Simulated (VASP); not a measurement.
**AlCo (zincblende type): relaxation of cell and atoms with PBE**

The system is AlCo (zincblende type).

```
CELL_PARAMETERS angstrom
0.00000 2.14789 2.14789
2.14789 0.00000 2.14789
2.14789 2.14789 0.00000
ATOMIC_POSITIONS crystal
Co 0.00000 0.00000 0.00000
Al 0.25000 0.25000 0.25000
```

| Quantity | Value |
| --- | --- |
| Program | VASP 6.6.1 |
| Task | relaxation of cell and atoms |
| Functional | PBE |
| Potentials or basis | VASP PAW PBE potentials, release 64 (Co, Al) |
| Cutoff | 600 eV |
| k mesh | 14 × 14 × 14 |
| Occupations | fermi-dirac, width 0.05 eV |
| Spin | no spin polarisation |
| Target pressure | 150 GPa |
| Dipole correction | no |
| Further INCAR settings | ALGO = Normal; EDIFF = 1e-06; IBRION = 2; EDIFFG = -0.005; NSW = 32; ISIF = 3 |

| Item | Value |
| --- | --- |
| Relaxed volume | 9.93 Å³/atom |
| Relaxed cell | a = 3.040 Å, b = 3.040 Å, c = 3.040 Å, α = 60.00°, β = 60.00°, γ = 60.00° |
| Space group after relaxing (to 0.05 Å) | F-43m (No. 216) |
| Energy change on relaxing (the enthalpy is what falls) | -18.7 meV/atom |
| Ionic steps | 3 |
| Pressure after relaxing | 150.0 GPa |
| Band gap on the k mesh | zero (band 6 reaches 12.58 eV, above the bottom of band 7 at 12.23 eV) |

The path:
```csv
step,energy change (eV),largest force (eV/Å),pressure (GPa),volume (Å³)
1,0.0000,0.0000,151.05,19.82
2,-0.1737,0.0000,146.19,20.01
3,-0.0375,0.0000,150.02,19.86
```

Final structure:
```
Co Al
1.0
     0.00000    2.14933    2.14933
     2.14933    0.00000    2.14933
     2.14933    2.14933    0.00000
Co Al
1 1
Cartesian
  0.0000 0.0000 0.0000
  1.0747 1.0747 1.0747
```

Levels at points of the mesh, in eV from the Fermi level:
| k point | band 2 | band 3 | band 4 | band 5 | band 6 | band 7 | band 8 | band 9 | band 10 |
| --- | --- | --- | --- | --- | --- | --- | --- | --- | --- |
| (0.00, 0.00, 0.00) | -2.79 | -2.79 | -2.79 | -1.72 | -1.72 | 10.50 | 10.50 | 10.50 | 14.72 |
| (0.50, 0.00, 0.00) | -5.20 | -2.79 | -2.79 | -1.18 | -1.18 | 0.06 | 8.91 | 8.91 | 11.91 |
| (0.50, 0.50, 0.00) | -3.99 | -2.96 | -1.18 | -1.18 | -0.88 | 1.36 | 3.55 | 3.55 | 8.45 |

Run time: 41 s on 1 thread of Intel(R) Xeon(R) Platinum 8488C (Sapphire Rapids), on a shared host, peak memory 0.16 GiB.

Caveat: the cell is relaxed towards a set pressure, so the enthalpy falls and the energy may rise. Spin polarisation is off, so any magnetic state and its effect on volume and gap are missing.
